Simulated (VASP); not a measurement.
# AlAs (F-43m) in VASP: single point with PBE

Aim: the single point of AlAs with PBE.

Everything below comes from runs of VASP 6.6.1. Logs are shortened: lines on timing, memory, paths and dates and some standing lists are left out, and cuts for length are marked.

**1. The cell of the first run**

It takes space group F-43m (No. 216, cubic). The conventional cell has a = 5.661 Å, b = 5.661 Å, c = 5.661 Å, α = 90.00°, β = 90.00°, γ = 90.00°. Al (site symmetry -43m) has 4 As at 2.45 Å within 3.2 Å. Within 3.2 Å of As (site symmetry -43m) lie 4 Al at 2.45 Å.

**2. Single point, PBE**

INCAR reads:

```
PREC = Accurate
ENCUT = 500
EDIFF = 1E-6
ISMEAR = 1
SIGMA = 0.1
LREAL = F
LASPH = T
NELM = 120
ALGO = Normal
ISIF = 2
LWAVE = F
LCHARG = T
GGA = PE
LELF = T
LVHAR = T
NBANDS = 11
GGA_COMPAT = F
```

KPOINTS reads:

```
regular mesh
0
Gamma
  6 6 6
```

POSCAR reads:

```
AlAs
1.0
    4.0027900000      0.0000000000      0.0000000000
    2.0013950000      3.4665178260      0.0000000000
    2.0013950000      1.1555059420      3.2682643492
Al As
1 1
Direct
    0.0000000000      0.0000000000      0.0000000000
    0.2500000000      0.2500000000      0.2500000000
```

Potentials or basis: VASP PAW PBE potentials, release 64 (Al, As).

Started as:

```bash
$ cat potpaw_PBE.64/Al/POTCAR potpaw_PBE.64/As/POTCAR > POTCAR
$ mpirun -np 1 vasp_std > vasp.out
```

OUTCAR:

```text
PREC = Accurate
   ENCUT = 500
   EDIFF = 1E-6
   ISMEAR = 1
   LREAL = F
   LASPH = T
   NELM = 120
   ISIF = 2
   GGA = PE

 ion  position               nearest neighbor table
   1  0.000  0.000  0.000-   2 2.45   2 2.45   2 2.45   2 2.45
   2  0.250  0.250  0.250-   1 2.45   1 2.45   1 2.45   1 2.45

  LATTYP: Found a face centered cubic cell.
 ALAT       =     5.6607999053

  Lattice vectors:

 A1 = (   4.0027900000,   0.0000000000,   0.0000000000)
 A2 = (   2.0013950000,   3.4665178260,   0.0000000000)
 A3 = (   2.0013950000,   1.1555059420,   3.2682643492)

Analysis of symmetry for initial positions (statically):
=====================================================================
 Subroutine PRICEL returns:
 Original cell was already a primitive cell.

 Routine SETGRP: Setting up the symmetry group for a
 face centered cubic supercell.

 Subroutine GETGRP returns: Found 24 space group operations
 (whereof 24 operations were pure point group operations)
 out of a pool of 48 trial point group operations.

The static configuration has the point symmetry T_d .

Analysis of symmetry for dynamics (positions and initial velocities):
=====================================================================
 Subroutine PRICEL returns:
 Original cell was already a primitive cell.

 Routine SETGRP: Setting up the symmetry group for a
 face centered cubic supercell.

 Subroutine GETGRP returns: Found 24 space group operations
 (whereof 24 operations were pure point group operations)
 out of a pool of 48 trial point group operations.

The dynamic configuration has the point symmetry T_d .

 Subroutine INISYM returns: Found 24 space group operations
 (whereof 24 operations are pure point group operations),
 and found     1 'primitive' translations

----------------------------------------------------------------------------------------

                                     Primitive cell

  volume of cell :      45.3496

  direct lattice vectors                    reciprocal lattice vectors
     4.002790000  0.000000000  0.000000000     0.249825747 -0.144236962 -0.101990934
     2.001395000  3.466517826  0.000000000     0.000000000  0.288473924 -0.101990934
     2.001395000  1.155505942  3.268264349     0.000000000  0.000000000  0.305972802

  length of vectors
     4.002790000  4.002790000  4.002790000     0.305972802  0.305972802  0.305972802

  position of ions in fractional coordinates (direct lattice)
     0.000000000  0.000000000  0.000000000
     0.250000000  0.250000000  0.250000000

  ion indices of the primitive-cell ions
   primitive index   ion index
                 1           1
                 2           2

----------------------------------------------------------------------------------------

 KPOINTS: regular mesh

Automatic generation of k-mesh.
 Grid dimensions read from file:
 generate k-points for:    6    6    6

 Generating k-lattice:

  Cartesian coordinates                     Fractional coordinates (reciprocal lattice)
     0.041637624 -0.024039494 -0.016998489     0.166666667 -0.000000000 -0.000000000
     0.000000000  0.048078987 -0.016998489     0.000000000  0.166666667  0.000000000
     0.000000000  0.000000000  0.050995467     0.000000000  0.000000000  0.166666667

  Length of vectors
     0.050995467  0.050995467  0.050995467

  Shift w.r.t. Gamma in fractional coordinates (k-lattice)
     0.000000000  0.000000000  0.000000000

 Subroutine IBZKPT returns following result:
 ===========================================

 Found     16 irreducible k-points:

 Following reciprocal coordinates:
            Coordinates               Weight
  0.000000  0.000000  0.000000      1.000000
  0.166667 -0.000000 -0.000000      8.000000
  0.333333 -0.000000  0.000000      8.000000
  0.500000 -0.000000  0.000000      4.000000
  0.166667  0.166667  0.000000      6.000000
  0.333333  0.166667  0.000000     24.000000
[... 8 lines left out ...]
 -0.333333  0.333333  0.166667     24.000000
 -0.333333  0.500000  0.166667     12.000000
   k-points           NKPTS =     16   k-points in BZ     NKDIM =     16   number of bands    NBANDS=     11
   number of dos      NEDOS =    301   number of ions     NIONS =      2
   total plane-waves  NPLWV =  27000
   dimension x,y,z NGX =    30 NGY =   30 NGZ =   30
   dimension x,y,z NGXF=    60 NGYF=   60 NGZF=   60
   ions per type =               1   1
   NGX,Y,Z   is equivalent  to a cutoff of  12.46, 12.46, 12.46 a.u.
   NGXF,Y,Z  is equivalent  to a cutoff of  24.92, 24.92, 24.92 a.u.
 SYSTEM =  unknown system
   PREC   = accura    normal or accurate (medium, high low for compatibility)
   ISTART =      0    job   : 0-new  1-cont  2-samecut
   ICHARG =      2    charge: 1-file 2-atom 10-const
   ISPIN  =      1    spin polarized calculation?
   LNONCOLLINEAR =      F non collinear calculations
   LSORBIT =      F    spin-orbit coupling
   LASPH  =      T    aspherical Exc in radial PAW
   ENCUT  =  500.0 eV  36.75 Ry    6.06 a.u.   7.30  7.30  7.30*2*pi/ulx,y,z
   NELM   =    120;   NELMIN=  2; NELMDL= -5     # of ELM steps
   EDIFF  = 0.1E-05   stopping-criterion for ELM
   LREAL  =      F    real-space projection
   EDIFFG = 0.1E-04   stopping-criterion for IOM
   NSW    =      0    number of steps for IOM
   IBRION =     -1    ionic relax: 0-MD 1-quasi-New 2-CG
   NFREE  =      0    steps in history (QN), initial steepest desc. (CG)
   ISIF   =      2    stress and relaxation
   ISYM   =      2    0-nonsym 1-usesym 2-fastsym
   POTIM  = 0.5000    time-step for ionic-motion
   TEBEG  =    0.0;   TEEND  =   0.0 temperature during run
   PSTRESS=    0.0 pullay stress
   NELECT =       8.0000    total number of electrons
   NUPDOWN=      -1.0000    fix difference up-down
   EMIN   =  10.00;   EMAX   =-10.00  energy-range for DOS
   EFERMI =   0.00;   METHOD = LEGACY
   ISMEAR =     1;   SIGMA  =   0.10  broadening in eV -4-tet -1-fermi 0-gaus
   EFERMI_NEDOS =   21; number of points for ismear=-14 and -15
   IALGO  =     38    algorithm
   IMIX   =      4    mixing-type and parameters
     AMIX     =   0.40;   BMIX     =  1.00
     AMIX_MAG =   1.60;   BMIX_MAG =  1.00
  volume/ion in A,a.u.               =      22.67       153.02
  Fermi-wavevector in a.u.,A,eV,Ry     =   0.918150  1.735052 11.469706  0.843000
  Thomas-Fermi vector in A             =   2.043199
   LORBIT       =      0    0 simple, 1 ext, 2 COOP (PROOUT), +10 PAW based schemes
   GGA     = PE    functional components
   LHFCALC =     F    Hartree Fock is set to
   AEXX    =    0.0000 exact exchange contribution
   IVDW    =     0    specifies the selected vdW correction
   LEPSILON=     F    determine dielectric tensor
   LRPA    =     F    only Hartree local field effects (RPA)
 non-spin polarized calculation
 Methfessel and Paxton  Order N= 1 SIGMA  =   0.10
  energy-cutoff  :      500.00
  volume of cell :       45.35
 maximum number of plane-waves:      1167
 NGX is ok and might be reduce to    30
   NGX = 15   NGY = 15   NGZ = 15

 number of electron       8.0000000 magnetization

 Free energy of the ion-electron system (eV)
  ---------------------------------------------------
  ext. energy  EPLUGINS =         0.00000000
  ---------------------------------------------------
  free energy    TOTEN  =        -9.36281621 eV

  energy without entropy =       -9.36289695  energy(sigma->0) =       -9.36284313

 E-fermi :   3.9789     XC(G=0):  -9.0390

 val. band max:        3.8946802179   @ k =   0.0000   0.0000   0.0000
 cond. band min:       5.3260497614   @ k =   0.5000   0.5000  -0.0000
 fundamental gap:      1.4313695435
 Fermi energy:         3.9788559280

 k-point     1 :       0.0000    0.0000    0.0000
  band No.  band energies     occupation
      1      -7.9702      2.00000
      2       3.8947      1.99995
      3       3.8947      1.99995
      4       3.8947      1.99995
      5       5.9549     -0.00000
      6       8.1781      0.00000
      7       8.1781      0.00000
      8       8.1781      0.00000
      9      12.7632      0.00000
     10      12.9027      0.00000
     11      12.9027      0.00000

 k-point     2 :       0.1667   -0.0000   -0.0000
  band No.  band energies     occupation
      1      -7.7017      2.00000
      2       1.7983      2.00000
      3       3.6312      2.00001
      4       3.6312      2.00001
      5       6.7210      0.00000
      6       8.6148      0.00000
      7       8.6148      0.00000
      8       9.0896      0.00000
      9      12.1220      0.00000
     10      12.1220      0.00000
     11      13.6344      0.00000

 k-point     3 :       0.3333   -0.0000    0.0000
  band No.  band energies     occupation
      1      -7.0220      2.00000
      2      -0.5994      2.00000
      3       3.2304      2.00000
      4       3.2304      2.00000
      5       6.2625      0.00000
      6       8.7529      0.00000
      7       8.7529      0.00000
      8      11.3966      0.00000
      9      12.9344      0.00000
     10      12.9344      0.00000
     11      13.2622      0.00000

 k-point     4 :       0.5000   -0.0000    0.0000
  band No.  band energies     occupation
      1      -6.5481      2.00000
      2      -1.6797      2.00000
      3       3.0686      2.00000
      4       3.0686      2.00000
      5       6.0358      0.00000
      6       8.5710      0.00000
      7       8.5710      0.00000
      8      11.6431      0.00000
      9      15.0899      0.00000
     10      15.4523      0.00000
     11      15.4523      0.00000
[... 127 lines left out ...]
 k-point    14 :       0.5000    0.3333    0.1667
  band No.  band energies     occupation
      1      -6.4952      2.00000
      2      -0.7465      2.00000
      3       1.1719      2.00000
      4       2.2456      2.00000
      5       7.5605      0.00000
      6       8.4430      0.00000
      7       9.0475      0.00000
      8      11.8157      0.00000
      9      13.1616      0.00000
     10      14.5938      0.00000
     11      16.9066      0.00000

 k-point    15 :      -0.3333    0.3333    0.1667
  band No.  band energies     occupation
      1      -6.1338      2.00000
      2      -1.2323      2.00000
      3       0.7200      2.00000
      4       1.8657      2.00000
      5       7.8258      0.00000
      6       8.4802      0.00000
      7      10.6044      0.00000
      8      11.3010      0.00000
      9      12.2436      0.00000
     10      15.3795      0.00000
     11      16.6682      0.00000

 k-point    16 :      -0.3333    0.5000    0.1667
  band No.  band energies     occupation
      1      -5.9726      2.00000
      2      -1.3028      2.00000
      3       0.9569      2.00000
      4       1.2032      2.00000
      5       7.0634      0.00000
      6       8.0064      0.00000
      7      11.0181      0.00000
      8      11.7182      0.00000
      9      14.4878      0.00000
     10      16.1881      0.00000
     11      16.4652      0.00000

------------------------ aborting loop because EDIFF is reached ----------------------------------------

  FORCE on cell =-STRESS in cart. coord.  units (eV):
  Direction    XX          YY          ZZ          XY          YZ          ZX
  --------------------------------------------------------------------------------------
  -------------------------------------------------------------------------------------
  Total        0.7896228      0.7896228      0.7896228     -0.0000000     -0.0000000     -0.0000000
  in kB       27.8969585     27.8969585     27.8969585     -0.0000000     -0.0000000     -0.0000000
  external PRESSURE =      27.8969585 kB  Pullay stress =       0.0000000 kB

 VOLUME and BASIS-vectors are now :
 -----------------------------------------------------------------------------
  energy-cutoff  :      500.00
  volume of cell :       45.35
      direct lattice vectors                 reciprocal lattice vectors
     4.002790000  0.000000000  0.000000000     0.249825747 -0.144236962 -0.101990934
     2.001395000  3.466517826  0.000000000     0.000000000  0.288473924 -0.101990934
     2.001395000  1.155505942  3.268264349     0.000000000  0.000000000  0.305972802

 POSITION                                       TOTAL-FORCE (eV/Angst)
 -----------------------------------------------------------------------------------
      0.00000      0.00000      0.00000        -0.000000      0.000000      0.000000
      2.00140      1.15551      0.81707         0.000000     -0.000000     -0.000000
 -----------------------------------------------------------------------------------
    total drift:                               -0.000000     -0.000000      0.000000

  FREE ENERGIE OF THE ION-ELECTRON SYSTEM (eV)
  ---------------------------------------------------
  free  energy   TOTEN  =        -9.3628162141 eV

  energy  without entropy=       -9.3628969509  energy(sigma->0) =       -9.36284313
```

It took 15 s on 1 thread of AMD EPYC 7R13, shared host; peak memory 0.13 GiB.

What came out:

| Property | Result |
| --- | --- |
| Free energy | -9.3628 eV |
| Pressure | 2.8 GPa |
| Band gap on the k mesh | 1.43 eV, indirect (least direct gap 2.06 eV) |
